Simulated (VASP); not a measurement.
## ZrInS3: single point with PBE

Crystal: ZrInS3.

```
CELL_PARAMETERS angstrom
3.49401 0.00000 0.00000
0.00000 3.49401 0.00000
0.00000 0.00000 10.78201
ATOMIC_POSITIONS crystal
Zr 0.50000 0.50000 0.00000
In 0.50000 0.50000 0.50000
S 0.00000 0.00000 0.13288
S 0.00000 0.00000 0.86712
S 0.00000 0.00000 0.50000
```

The cell was generated, and may not be a known phase.

```yaml
Program: VASP 6.6.1
Task: single point
Functional: PBE
Potentials_or_basis: VASP PAW PBE potentials, release 64 (Zr_sv, In_d, S)
Cutoff: 520 eV
k_mesh: 6 × 6 × 2
Occupations: gaussian, width 0.1 eV
Spin: no spin polarisation
```

```
Pressure               : -0.1 GPa
Band gap on the k mesh : zero (an odd number of electrons rules out a gap without spin polarisation)
```

Stress tensor (GPa, compression positive):
```
-0.11  0.00  0.00
 0.00 -0.11  0.00
 0.00  0.00  0.02
```

Levels at points of the mesh, in eV from the Fermi level:
```csv
k point,band 18,band 19,band 20,band 21,band 22,band 23,band 24,band 25
"(0.00, 0.00, 0.00)",-1.71,-1.71,-1.39,-1.30,-1.30,-0.57,1.41,1.98
"(0.50, 0.00, 0.00)",-2.52,-1.99,-0.83,-0.30,-0.16,0.65,1.34,2.41
"(0.50, 0.50, 0.00)",-3.66,-3.66,-3.54,-2.72,0.31,0.92,3.00,3.47
"(0.00, 0.00, 0.50)",-1.71,-1.71,-1.39,-1.30,-1.30,-0.69,1.44,1.98
"(0.50, 0.00, 0.50)",-2.52,-1.99,-0.98,-0.30,-0.29,0.79,1.34,2.27
"(0.50, 0.50, 0.50)",-3.66,-3.66,-3.63,-2.57,0.20,0.88,3.21,3.47
```

It took 5 min on 1 thread of Intel Xeon 8259CL (shared host), peak memory 0.28 GiB.

Caveat: spin-orbit coupling is left out, which moves the levels of the heavy elements; this functional lacks dispersion, which binds layers or chains, so the pressure and a relaxed spacing across them are unreliable.
